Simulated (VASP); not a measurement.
Input of a VASP 6.6.1 run:

File INCAR:

```
PREC = Accurate
ENCUT = 600
EDIFF = 1E-6
ISMEAR = 0
SIGMA = 0.1
LREAL = False
LASPH = True
NELM = 80
ALGO = Normal
ISIF = 3
LWAVE = False
LCHARG = False
GGA = PE
IVDW = 12
IBRION = 2
NSW = 100
EDIFFG = -0.005
```

The input KPOINTS:

```
Automatic mesh
0
Gamma
  16 16 16
```

POSCAR

```
NbN
1.0
    0.0000000000      2.1945000000      2.1945000000
    2.1945000000      0.0000000000      2.1945000000
    2.1945000000      2.1945000000      0.0000000000
Nb N
1 1
Direct
    0.5000000000      0.5000000000      0.5000000000
    0.0000000000      0.0000000000      0.0000000000
```

Potentials or basis: VASP PAW PBE potentials, release 64 (Nb_sv, N).

Launch:

```console
$ cat potpaw_PBE.64/Nb_sv/POTCAR potpaw_PBE.64/N/POTCAR > POTCAR
$ mpirun -np 1 vasp_std > vasp.out
```

(1) Predict the relaxed cell.

(2) Predict the relaxed volume.

(3) Predict the dispersion energy per atom.

(4) Predict the space group after relaxing (to 0.05 Å).

Answers

(1) a = 3.098 Å, b = 3.098 Å, c = 3.098 Å, α = 60.00°, β = 60.00°, γ = 60.00°.

(2) 10.52 Å³/atom.

(3) -0.513 eV.

(4) Fm-3m (No. 225).
